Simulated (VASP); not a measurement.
## TaF4: single point with PBE

Crystal: TaF4.

```
CELL_PARAMETERS angstrom
5.61577 0.00000 0.00000
0.00000 10.81344 0.00000
0.00000 0.00000 2.85736
ATOMIC_POSITIONS crystal
Ta 0.00000 0.00000 0.00000
Ta 0.50000 0.50000 0.00000
F 0.77526 0.40158 0.00000
F 0.27526 0.09842 0.00000
F 0.65518 0.61712 0.50000
F 0.84482 0.11712 0.50000
F 0.15518 0.88288 0.50000
F 0.34482 0.38288 0.50000
F 0.72474 0.90158 0.00000
F 0.22474 0.59842 0.00000
```

- Program: VASP 6.6.1
- Task: single point
- Functional: PBE
- Potentials or basis: VASP PAW PBE potentials, release 64 (Ta_pv, F)
- Cutoff: 520 eV
- k mesh: 6 × 4 × 10
- Occupations: gaussian, width 0.1 eV
- Spin: no spin polarisation
- Dipole correction: no
- Further INCAR settings: ALGO = Fast; EDIFF = 1e-06; NBANDS = 50

```json
{
  "Pressure": "0.5 GPa",
  "Largest force": "0.205 eV/Å",
  "Band gap on the k mesh": "zero (bands 39 and 40 overlap by 2.62 eV)"
}
```

Forces in eV/Å, atoms in the order of the input:
```
Ta   0.000  0.000  0.000
Ta   0.000  0.000  0.000
F    0.170 -0.115  0.000
F    0.170  0.115  0.000
F    0.042  0.061  0.000
F   -0.042  0.061  0.000
F    0.042 -0.061  0.000
F   -0.042 -0.061  0.000
F   -0.170 -0.115  0.000
F   -0.170  0.115  0.000
```

Stress tensor (GPa, compression positive):
```
0.79 0.00 0.00
0.00 0.43 0.00
0.00 0.00 0.25
```

Levels at points of the mesh, in eV from the Fermi level:
```
           k point  band 37  band 38  band 39  band 40  band 41  band 42
(0.00, 0.00, 0.00)    -4.88    -4.88    -1.70    -1.69     1.95     1.95
(0.50, 0.00, 0.00)    -4.87    -4.87    -1.69    -1.69     1.96     1.96
(0.00, 0.50, 0.00)    -4.88    -4.88    -1.69    -1.69     1.95     1.95
(0.50, 0.50, 0.00)    -4.87    -4.87    -1.69    -1.69     1.95     1.95
(0.00, 0.00, 0.50)    -5.25    -5.23     0.56     0.60     1.42     1.45
(0.50, 0.00, 0.50)    -5.33    -5.33     0.52     0.52     1.39     1.39
(0.00, 0.50, 0.50)    -5.24    -5.24     0.58     0.58     1.44     1.44
(0.50, 0.50, 0.50)    -5.33    -5.33     0.52     0.52     1.39     1.39
```

It took 15 min on 1 thread of Oxide Virtual Turin-like Processor (shared host), peak memory 0.54 GiB.

Caveat: spin-orbit coupling is left out, which moves the levels of the heavy elements.
